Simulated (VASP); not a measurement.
# Rb (Fmmm) in VASP: notebook, part 2 of 2

VASP 6.6.1.

## 3. Single point, LDA

This run uses another cell than the first one, of 86.26 Å³/atom.

INCAR

```
ALGO = Fast ; EDIFF = 1E-7
ENCUT = 520 ; GGA = CA
ISIF = 2 ; ISMEAR = 0
LASPH = T ; LCHARG = F
LREAL = F ; LWAVE = F
NBANDS = 10 ; NELM = 60
PREC = Accurate ; SIGMA = 0.15
```

KPOINTS

```
k-points
0
Gamma
  12 12 12
```

POSCAR

```
Rb
1.0
   -3.0240672827      3.0240672827      2.6940465770
    3.0240672827     -3.0240672827      2.6940465770
    2.6469007619      2.6469007619     -2.6940465770
Rb
1
Direct
    0.0000000000      0.0000000000      0.0000000000
```

Potentials or basis: VASP PAW LDA potentials, release 64 (Rb_sv).

The run is started by

```console
> cat potpaw_LDA.64/Rb_sv/POTCAR > POTCAR
> mpirun -np 1 vasp_std > vasp.out
```

OUTCAR:

```text
EDIFF = 1E-7
   ENCUT = 520
   GGA = CA
   ISIF = 2
   ISMEAR = 0
   LASPH = T
   LREAL = F
   NELM = 60
   PREC = Accurate

 ion  position               nearest neighbor table
   1  0.000  0.000  0.000-

  LATTYP: Found a face centered orthorhombic cell.
 ALAT       =     5.3880931540
 B/A-ratio  =     1.3894648250
 C/A-ratio  =     1.5874547238

  Lattice vectors:

 A1 = (  -0.3771665208,   5.6709680446,   0.0000000000)
 A2 = (  -3.0240672827,   3.0240672827,   2.6940465770)
 A3 = (   2.6469007619,   2.6469007619,   2.6940465770)

Analysis of symmetry for initial positions (statically):
=====================================================================
 Subroutine PRICEL returns:
 Original cell was already a primitive cell.

 Routine SETGRP: Setting up the symmetry group for a
 face centered orthorhombic supercell.

 Subroutine GETGRP returns: Found  8 space group operations
 (whereof  8 operations were pure point group operations)
 out of a pool of  8 trial point group operations.

The static configuration has the point symmetry D_2h.

Analysis of symmetry for dynamics (positions and initial velocities):
[... 165 lines left out ...]

 k-point     1 :       0.0000    0.0000    0.0000
  band No.  band energies     occupation
      1     -28.8704      2.00000
      2     -12.9757      2.00000
      3     -12.9592      2.00000
      4     -12.9496      2.00000
      5      -2.1439      2.00000
      6       3.1134      0.00000
      7       3.3158      0.00000
      8       3.9627      0.00000
      9       4.6510      0.00000
     10       4.7670      0.00000
[... 287 lines left out ...]
 k-point    24 :      -0.4167    0.1667   -0.0000
  band No.  band energies     occupation
      1     -28.8661      2.00000
      2     -13.0406      2.00000
      3     -13.0061      2.00000
      4     -12.9601      2.00000
      5      -0.7476      2.00000
      6       1.7654      0.00000
      7       2.1958      0.00000
      8       4.4471      0.00000
      9       4.6293      0.00000
     10       4.9778      0.00000

 [... further k-points ...]

------------------------ aborting loop because EDIFF is reached ----------------------------------------

  FORCE on cell =-STRESS in cart. coord.  units (eV):
  Direction    XX          YY          ZZ          XY          YZ          ZX
  --------------------------------------------------------------------------------------
  -------------------------------------------------------------------------------------
  Total       -0.1607402     -0.1607402     -0.1354869      0.1374326      0.0000000      0.0000000
  in kB       -2.9856642     -2.9856642     -2.5165970      2.5527367      0.0000000      0.0000000
  external PRESSURE =      -2.8293084 kB  Pullay stress =       0.0000000 kB

 VOLUME and BASIS-vectors are now :
 -----------------------------------------------------------------------------
  energy-cutoff  :      520.00
  volume of cell :       86.26
      direct lattice vectors                 reciprocal lattice vectors
    -3.024067283  3.024067283  2.694046577     0.011779966  0.177120203  0.185594416
     3.024067283 -3.024067283  2.694046577     0.177120203  0.011779966  0.185594416
     2.646900762  2.646900762 -2.694046577     0.188900169  0.188900169  0.000000000

 POSITION                                       TOTAL-FORCE (eV/Angst)
 -----------------------------------------------------------------------------------
      0.00000      0.00000      0.00000        -0.000000      0.000000     -0.000000
 -----------------------------------------------------------------------------------
    total drift:                                0.000000      0.000000     -0.000000

  FREE ENERGIE OF THE ION-ELECTRON SYSTEM (eV)
  ---------------------------------------------------
  free  energy   TOTEN  =        -1.0462857072 eV

  energy  without entropy=       -1.0362264480  energy(sigma->0) =       -1.04125608
```

OSZICAR:

```text
N       E                     dE             d eps       ncg     rms          rms(c)
DAV:   1     0.411644678415E+02    0.41164E+02   -0.33761E+03  5600   0.668E+02
DAV:   2     0.154499318261E+01   -0.39619E+02   -0.38811E+02  6202   0.126E+02
DAV:   3    -0.939160410617E+00   -0.24842E+01   -0.24748E+01  7664   0.315E+01
DAV:   4    -0.104558413936E+01   -0.10642E+00   -0.10615E+00  8016   0.543E+00
DAV:   5    -0.104734823185E+01   -0.17641E-02   -0.17639E-02  7688   0.637E-01    0.128E+00
RMM:   6    -0.104638836761E+01    0.95986E-03   -0.14911E-03  7110   0.231E-01    0.780E-01
RMM:   7    -0.104624512261E+01    0.14325E-03   -0.30924E-03  7647   0.316E-01    0.470E-02
RMM:   8    -0.104627884895E+01   -0.33726E-04   -0.29511E-04  8742   0.975E-02    0.869E-03
RMM:   9    -0.104628376538E+01   -0.49164E-05   -0.55816E-05  9396   0.358E-02    0.766E-03
RMM:  10    -0.104628518817E+01   -0.14228E-05   -0.13343E-05  9771   0.176E-02    0.443E-03
RMM:  11    -0.104628553437E+01   -0.34620E-06   -0.36605E-06 10143   0.874E-03    0.201E-03
RMM:  12    -0.104628565576E+01   -0.12139E-06   -0.11822E-06  8868   0.528E-03    0.551E-04
RMM:  13    -0.104628570716E+01   -0.51399E-07   -0.45661E-07  8313   0.312E-03
   1 F= -.10462857E+01 E0= -.10412561E+01  d E =-.100593E-01
```

stdout:

```text
POSCAR found type information on POSCAR Rb
 POSCAR found :  1 types and       1 ions
 scaLAPACK will be used
 LDA part: xc-table for (Slater(with rela. corr.)+CA(PZ))
 , standard interpolation
 POSCAR, INCAR and KPOINTS ok, starting setup
 FFT: planning ... GRIDC
 FFT: planning ... GRID_SOFT
 FFT: planning ... GRID
 WAVECAR not read
 entering main loop
WARNING in EDDRMM: call to ZHEGV failed, returncode =   6  3      5
WARNING in EDDRMM: call to ZHEGV failed, returncode =   8  4      7
WARNING in EDDRMM: call to ZHEGV failed, returncode =   8  4      9
WARNING in EDDRMM: call to ZHEGV failed, returncode =   6  3      6
WARNING in EDDRMM: call to ZHEGV failed, returncode =   6  3      5
WARNING in EDDRMM: call to ZHEGV failed, returncode =   6  3      8
WARNING in EDDRMM: call to ZHEGV failed, returncode =   6  3      5
WARNING in EDDRMM: call to ZHEGV failed, returncode =   6  3      5
WARNING in EDDRMM: call to ZHEGV failed, returncode =   8  4      7
```

Run time: 5.4 min. Hardware: 1 thread of Oxide Virtual Turin-like, shared host; peak memory 0.31 GiB.

Results:

* Free energy: -1.0463 eV
* Pressure: -0.3 GPa
* Band gap on the k mesh: zero (an odd number of electrons rules out a gap without spin polarisation)

## 4. Single point, LDA

This run uses another cell than the first one, of 86.42 Å³/atom.

INCAR

```
ALGO = Fast ; EDIFF = 1E-6
ENCUT = 520 ; GGA = CA
ISIF = 2 ; ISMEAR = 0
LASPH = True ; LCHARG = False
LREAL = False ; LWAVE = False
NBANDS = 10 ; NELM = 60
PREC = Accurate ; SIGMA = 0.15
```

KPOINTS is that of step 3.

POSCAR

```
Rb
1.0
   -2.9769214676      2.9769214676      2.6940465770
    2.9769214676     -2.9769214676      2.6940465770
    2.6940465770      2.6940465770     -2.6940465770
Rb
1
Direct
    0.0000000000      0.0000000000      0.0000000000
```

The run is started by

```console
> cat potpaw_LDA.64/Rb_sv/POTCAR > POTCAR
> mpirun -np 1 vasp_std > vasp.out
```

It took 3.8 min on 1 thread of Oxide Virtual Turin-like, shared host; peak memory 0.32 GiB.

It converged, with:

```yaml
Free_energy: -1.0500 eV
Pressure: -0.3 GPa
Band_gap_on_the_k_mesh: zero (an odd number of electrons rules out a gap without spin polarisation)
```

Stress tensor (GPa, compression positive):
```
-0.31  0.19  0.00
 0.19 -0.31  0.00
 0.00  0.00 -0.28
```

Levels at points of the mesh, in eV from the Fermi level:
| k point | band 2 | band 3 | band 4 | band 5 | band 6 | band 7 |
| --- | --- | --- | --- | --- | --- | --- |
| (0.00, 0.00, 0.00) | -12.88 | -12.87 | -12.86 | -2.05 | 3.30 | 3.48 |
| (0.50, 0.00, 0.00) | -13.00 | -12.91 | -12.87 | 0.23 | 0.92 | 2.42 |
| (0.50, 0.50, 0.00) | -12.97 | -12.89 | -12.86 | -0.08 | 0.59 | 2.71 |
| (0.00, 0.00, 0.50) | -13.01 | -12.92 | -12.87 | 0.32 | 1.05 | 2.73 |
| (0.50, 0.50, 0.50) | -12.99 | -12.95 | -12.93 | 1.20 | 1.28 | 3.22 |

## 5. Summary

| cell | further INCAR settings | gap on the mesh (eV) | pressure (GPa) |
| --- | --- | --- | --- |
| a = 4.831, b = 4.831, c = 4.721 Å, angles 108.6, 108.6, 112.2°, 1 atom | ALGO = Fast; EDIFF = 1e-06; NBANDS = 10 | none | -0.2 |
| a = 5.054, b = 5.054, c = 4.612 Å, angles 108.1, 108.1, 115.6°, 1 atom | ALGO = Fast; EDIFF = 1e-07; NBANDS = 10 | none | -0.3 |
| a = 4.998, b = 4.998, c = 4.666 Å, angles 108.1, 108.1, 114.8°, 1 atom | ALGO = Fast; EDIFF = 1e-06; NBANDS = 10 | none | -0.3 |

Alike in all rows: task single point; level LDA; potentials or basis VASP PAW LDA potentials, release 64 (Rb_sv); no spin polarisation; k mesh 12 × 12 × 12; cutoff (eV) 520; smearing gaussian 0.15 eV.

Total energies depend on the potentials used, so only differences within one code and one set of settings carry meaning.
